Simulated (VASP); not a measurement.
# In3SbTe2 (P6/mmm) in VASP: further runs

Runs on In3SbTe2. Level: PBE. Tasks: single point, relaxation of cell and atoms.

Program: VASP 6.6.1. These are calculated values, not measurements. Logs are shortened: lines on timing, memory, paths and dates and some standing lists are left out, and cuts for length are marked.

### 1 The cell of the first run

The structure is hexagonal, space group P6/mmm (No. 191). The conventional cell has a = 7.189 Å, b = 7.189 Å, c = 4.524 Å, α = 90.00°, β = 90.00°, γ = 120.00°. In (site symmetry mmm) has 4 Te at 3.07 Å and 2 Sb at 3.59 Å and 4 In at 3.59 Å within 4.0 Å. Within 4.8 Å of Sb (site symmetry 6/mmm) lie 6 In at 3.59 Å and 2 Sb at 4.52 Å and 12 Te at 4.73 Å. Within 4.2 Å of Te (site symmetry -6m2) lie 6 In at 3.07 Å and 3 Te at 4.15 Å.

The cell was built from a structure type or drawn by symmetry, and may not be a known phase.

### 2 Single point, PBE

Contents of INCAR:

```
SYSTEM = In3SbTe2
ALGO = Normal
EDIFF = 1E-6
ENCUT = 520
GGA = PE
ISIF = 2
ISMEAR = 0
LASPH = .True.
LCHARG = .False.
LREAL = .False.
LWAVE = .False.
NBANDS = 37
NELM = 60
PREC = Accurate
SIGMA = 0.1
```

Contents of KPOINTS:

```
k-points
0
Gamma
  6 6 8
  0 0 0
```

Contents of POSCAR:

```
In3SbTe2
1.0
    7.1889732214      0.0000000000      0.0000000000
   -3.5944866107      6.2258334369      0.0000000000
    0.0000000000      0.0000000000      4.5242169602
In Sb Te
3 1 2
Direct
    0.5000000000      0.0000000000      0.5000000000
    0.0000000000      0.5000000000      0.5000000000
    0.5000000000      0.5000000000      0.5000000000
    0.0000000000      0.0000000000      0.5000000000
    0.3333333333      0.6666666667      0.0000000000
    0.6666666667      0.3333333333      0.0000000000
```

Potentials or basis: VASP PAW PBE potentials, release 64 (In_d, Sb, Te).

Launch:

```bash
$ cat potpaw_PBE.64/In_d/POTCAR potpaw_PBE.64/Sb/POTCAR potpaw_PBE.64/Te/POTCAR > POTCAR
$ mpirun -np 1 vasp_std > vasp.out
```

OUTCAR:

```text
SYSTEM = In3SbTe2
   EDIFF = 1E-6
   ENCUT = 520
   GGA = PE
   ISIF = 2
   ISMEAR = 0
   LASPH = .True.
   LREAL = .False.
   NELM = 60
   PREC = Accurate

 ion  position               nearest neighbor table
   1  0.500  0.000  0.500-   5 3.07   6 3.07   5 3.07   6 3.07   4 3.59   4 3.59   2 3.59   3 3.59
                             3 3.59   2 3.59
   2  0.000  0.500  0.500-   5 3.07   6 3.07   5 3.07   6 3.07   3 3.59   3 3.59   4 3.59   4 3.59
                             1 3.59   1 3.59
   3  0.500  0.500  0.500-   5 3.07   6 3.07   5 3.07   6 3.07   2 3.59   2 3.59   4 3.59   1 3.59
                             1 3.59   4 3.59
   4  0.000  0.000  0.500-   1 3.59   1 3.59   3 3.59   2 3.59   2 3.59   3 3.59
   5  0.333  0.667  0.000-   2 3.07   2 3.07   1 3.07   1 3.07   3 3.07   3 3.07
   6  0.667  0.333  0.000-   2 3.07   2 3.07   1 3.07   1 3.07   3 3.07   3 3.07

  LATTYP: Found a hexagonal cell.
 ALAT       =     7.1889732214
 C/A-ratio  =     0.6293272796

  Lattice vectors:

 A1 = (   7.1889732214,   0.0000000000,   0.0000000000)
 A2 = (  -3.5944866107,   6.2258334369,   0.0000000000)
 A3 = (   0.0000000000,   0.0000000000,   4.5242169602)

Analysis of symmetry for initial positions (statically):
=====================================================================
 Subroutine PRICEL returns:
 Original cell was already a primitive cell.

 Routine SETGRP: Setting up the symmetry group for a
 hexagonal supercell.

 Subroutine GETGRP returns: Found 24 space group operations
 (whereof 24 operations were pure point group operations)
 out of a pool of 24 trial point group operations.

The static configuration has the point symmetry D_6h.

Analysis of symmetry for dynamics (positions and initial velocities):
=====================================================================
 Subroutine PRICEL returns:
 Original cell was already a primitive cell.

 Routine SETGRP: Setting up the symmetry group for a
 hexagonal supercell.

 Subroutine GETGRP returns: Found 24 space group operations
 (whereof 24 operations were pure point group operations)
 out of a pool of 24 trial point group operations.

The dynamic configuration has the point symmetry D_6h.

 Subroutine INISYM returns: Found 24 space group operations
 (whereof 24 operations are pure point group operations),
 and found     1 'primitive' translations

----------------------------------------------------------------------------------------

                                     Primitive cell

  volume of cell :     202.4920

  direct lattice vectors                    reciprocal lattice vectors
     7.188973221  0.000000000  0.000000000     0.139101923  0.080310533  0.000000000
    -3.594486611  6.225833437  0.000000000     0.000000000  0.160621065  0.000000000
     0.000000000  0.000000000  4.524216960     0.000000000  0.000000000  0.221032724

  length of vectors
     7.188973221  7.188973221  4.524216960     0.160621065  0.160621065  0.221032724

  position of ions in fractional coordinates (direct lattice)
     0.500000000  0.000000000  0.500000000
     0.000000000  0.500000000  0.500000000
     0.500000000  0.500000000  0.500000000
     0.000000000  0.000000000  0.500000000
     0.333333333  0.666666667  0.000000000
     0.666666667  0.333333333  0.000000000

  ion indices of the primitive-cell ions
   primitive index   ion index
                 1           1
                 2           2
                 3           3
                 4           4
                 5           5
                 6           6

----------------------------------------------------------------------------------------

 KPOINTS: k-points

Automatic generation of k-mesh.
 Grid dimensions read from file:
 generate k-points for:    6    6    8

 Generating k-lattice:

  Cartesian coordinates                     Fractional coordinates (reciprocal lattice)
     0.023183654  0.013385089  0.000000000     0.166666667  0.000000000  0.000000000
     0.000000000  0.026770178  0.000000000     0.000000000  0.166666667  0.000000000
     0.000000000  0.000000000  0.027629091     0.000000000  0.000000000  0.125000000

  Length of vectors
     0.026770178  0.026770178  0.027629091

  Shift w.r.t. Gamma in fractional coordinates (k-lattice)
     0.000000000  0.000000000  0.000000000

 Subroutine IBZKPT returns following result:
 ===========================================

 Found     35 irreducible k-points:

 Following reciprocal coordinates:
            Coordinates               Weight
  0.000000  0.000000  0.000000      1.000000
  0.166667 -0.000000  0.000000      6.000000
  0.333333  0.000000  0.000000      6.000000
  0.500000  0.000000  0.000000      3.000000
  0.166667  0.166667  0.000000      6.000000
  0.333333  0.166667  0.000000     12.000000
[... 16 lines left out ...]
  0.166667 -0.000000  0.375000     12.000000
  0.333333  0.000000  0.375000     12.000000
 [... further k-points ...]
   k-points           NKPTS =     35   k-points in BZ     NKDIM =     35   number of bands    NBANDS=     37
   number of dos      NEDOS =    301   number of ions     NIONS =      6
   total plane-waves  NPLWV = 104976
   dimension x,y,z NGX =    54 NGY =   54 NGZ =   36
   dimension x,y,z NGXF=   108 NGYF=  108 NGZF=   72
   ions per type =               3   1   2
   NGX,Y,Z   is equivalent  to a cutoff of  12.49, 12.49, 13.23 a.u.
   NGXF,Y,Z  is equivalent  to a cutoff of  24.98, 24.98, 26.46 a.u.
 SYSTEM =  In3SbTe2
   PREC   = accura    normal or accurate (medium, high low for compatibility)
   ISTART =      0    job   : 0-new  1-cont  2-samecut
   ICHARG =      2    charge: 1-file 2-atom 10-const
   ISPIN  =      1    spin polarized calculation?
   LNONCOLLINEAR =      F non collinear calculations
   LSORBIT =      F    spin-orbit coupling
   LASPH  =      T    aspherical Exc in radial PAW
   ENCUT  =  520.0 eV  38.22 Ry    6.18 a.u.  13.37 13.37  8.41*2*pi/ulx,y,z
   NELM   =     60;   NELMIN=  2; NELMDL= -5     # of ELM steps
   EDIFF  = 0.1E-05   stopping-criterion for ELM
   LREAL  =      F    real-space projection
   EDIFFG = 0.1E-04   stopping-criterion for IOM
   NSW    =      0    number of steps for IOM
   IBRION =     -1    ionic relax: 0-MD 1-quasi-New 2-CG
   NFREE  =      0    steps in history (QN), initial steepest desc. (CG)
   ISIF   =      2    stress and relaxation
   ISYM   =      2    0-nonsym 1-usesym 2-fastsym
   POTIM  = 0.5000    time-step for ionic-motion
   TEBEG  =    0.0;   TEEND  =   0.0 temperature during run
   PSTRESS=    0.0 pullay stress
   NELECT =      56.0000    total number of electrons
   NUPDOWN=      -1.0000    fix difference up-down
   EMIN   =  10.00;   EMAX   =-10.00  energy-range for DOS
   EFERMI =   0.00;   METHOD = LEGACY
   ISMEAR =     0;   SIGMA  =   0.10  broadening in eV -4-tet -1-fermi 0-gaus
   EFERMI_NEDOS =   21; number of points for ismear=-14 and -15
   IALGO  =     38    algorithm
   IMIX   =      4    mixing-type and parameters
     AMIX     =   0.40;   BMIX     =  1.00
     AMIX_MAG =   1.60;   BMIX_MAG =  1.00
  volume/ion in A,a.u.               =      33.75       227.75
  Fermi-wavevector in a.u.,A,eV,Ry     =   1.066600  2.015582 15.478471  1.137636
  Thomas-Fermi vector in A             =   2.202189
   LORBIT       =      0    0 simple, 1 ext, 2 COOP (PROOUT), +10 PAW based schemes
   GGA     = PE    functional components
   LHFCALC =     F    Hartree Fock is set to
   AEXX    =    0.0000 exact exchange contribution
   IVDW    =     0    specifies the selected vdW correction
   LEPSILON=     F    determine dielectric tensor
   LRPA    =     F    only Hartree local field effects (RPA)
 non-spin polarized calculation
 Gauss-broadening in eV      SIGMA  =   0.10
  energy-cutoff  :      520.00
  volume of cell :      202.49
 maximum number of plane-waves:      5519
 NGX is ok and might be reduce to    54
   NGX = 27   NGY = 27   NGZ = 17

 number of electron      56.0000000 magnetization

 Free energy of the ion-electron system (eV)
  ---------------------------------------------------
  ext. energy  EPLUGINS =         0.00000000
  ---------------------------------------------------
  free energy    TOTEN  =       -17.41508907 eV

  energy without entropy =      -17.38985861  energy(sigma->0) =      -17.40247384

 E-fermi :   5.1198     XC(G=0):  -8.9727

 val. band max:        5.1053766233   @ k =   0.3333   0.3333   0.1250
 cond. band min:       5.1300056561   @ k =   0.3333   0.1667   0.2500
 fundamental gap:      0.0246290328
 Fermi energy:         5.1198046513

 k-point     1 :       0.0000    0.0000    0.0000
  band No.  band energies     occupation
      1      -9.5113      2.00000
      2      -9.4698      2.00000
      3      -9.4256      2.00000
      4      -9.4256      2.00000
      5      -9.4117      2.00000
      6      -9.3562      2.00000
[... 29 lines left out ...]
     36      10.0099      0.00000
     37      10.0099      0.00000

 k-point     2 :       0.1667   -0.0000    0.0000
  band No.  band energies     occupation
      1      -9.4989      2.00000
      2      -9.4627      2.00000
      3      -9.4236      2.00000
      4      -9.4136      2.00000
      5      -9.4058      2.00000
      6      -9.3609      2.00000
[... 29 lines left out ...]
     36       9.4451      0.00000
     37       9.8802      0.00000

 k-point     3 :       0.3333    0.0000    0.0000
  band No.  band energies     occupation
      1      -9.4688      2.00000
      2      -9.4444      2.00000
      3      -9.4193      2.00000
      4      -9.3866      2.00000
      5      -9.3813      2.00000
      6      -9.3750      2.00000
[... 29 lines left out ...]
     36       9.5558      0.00000
     37       9.6319      0.00000

 k-point     4 :       0.5000    0.0000    0.0000
  band No.  band energies     occupation
      1      -9.4497      2.00000
      2      -9.4304      2.00000
      3      -9.4113      2.00000
      4      -9.3875      2.00000
      5      -9.3775      2.00000
      6      -9.3614      2.00000
[... 29 lines left out ...]
     36       9.4972      0.00000
     37       9.5111      0.00000
[... 683 lines left out ...]
      1      -9.5986      2.00000
      2      -9.4858      2.00000
      3      -9.4230      2.00000
      4      -9.4230      2.00000
      5      -9.3766      2.00000
      6      -9.3766      2.00000
[... 29 lines left out ...]
     36      10.3596      0.00000
     37      10.3628      0.00000

 k-point    23 :       0.1667   -0.0000    0.3750
  band No.  band energies     occupation
      1      -9.5866      2.00000
      2      -9.4750      2.00000
      3      -9.4204      2.00000
      4      -9.4109      2.00000
      5      -9.3891      2.00000
      6      -9.3743      2.00000
[... 29 lines left out ...]
     36       9.9670      0.00000
     37      10.4541      0.00000

 k-point    24 :       0.3333    0.0000    0.3750
  band No.  band energies     occupation
      1      -9.5552      2.00000
      2      -9.4521      2.00000
      3      -9.4237      2.00000
      4      -9.4074      2.00000
      5      -9.3783      2.00000
      6      -9.3692      2.00000
[... 29 lines left out ...]
     36       9.7502      0.00000
     37      10.1013      0.00000

 [... further k-points ...]

------------------------ aborting loop because EDIFF is reached ----------------------------------------

  FORCE on cell =-STRESS in cart. coord.  units (eV):
  Direction    XX          YY          ZZ          XY          YZ          ZX
  --------------------------------------------------------------------------------------
  -------------------------------------------------------------------------------------
  Total       -0.0295921     -0.0295921     -0.0403898      0.0000000      0.0000000     -0.0000000
  in kB       -0.2341419     -0.2341419     -0.3195764      0.0000000      0.0000000     -0.0000000
  external PRESSURE =      -0.2626201 kB  Pullay stress =       0.0000000 kB

 VOLUME and BASIS-vectors are now :
 -----------------------------------------------------------------------------
  energy-cutoff  :      520.00
  volume of cell :      202.49
      direct lattice vectors                 reciprocal lattice vectors
     7.188973221  0.000000000  0.000000000     0.139101923  0.080310533  0.000000000
    -3.594486611  6.225833437  0.000000000     0.000000000  0.160621065  0.000000000
     0.000000000  0.000000000  4.524216960     0.000000000  0.000000000  0.221032724

 POSITION                                       TOTAL-FORCE (eV/Angst)
 -----------------------------------------------------------------------------------
      3.59449      0.00000      2.26211         0.000000      0.000000      0.000000
     -1.79724      3.11292      2.26211         0.000000      0.000000      0.000000
      1.79724      3.11292      2.26211         0.000000      0.000000      0.000000
      0.00000      0.00000      2.26211         0.000000      0.000000      0.000000
     -0.00000      4.15056      0.00000        -0.000000      0.000000      0.000000
      3.59449      2.07528      0.00000         0.000000      0.000000     -0.000000
 -----------------------------------------------------------------------------------
    total drift:                                0.000000      0.000000      0.000000

  FREE ENERGIE OF THE ION-ELECTRON SYSTEM (eV)
  ---------------------------------------------------
  free  energy   TOTEN  =       -17.4150890678 eV

  energy  without entropy=      -17.3898586133  energy(sigma->0) =      -17.40247384
```

Run time: 9.3 min. Hardware: 1 thread of Intel Xeon 8259CL, shared host; peak memory 0.46 GiB.

Results:

- Free energy: -17.4151 eV
- Pressure: 0.0 GPa
- Band gap on the k mesh: zero (bands 28 and 29 overlap by 1.55 eV)

Caveat: spin-orbit coupling is left out, which moves the levels of the heavy elements.

(Continued in part 2 of 3.)
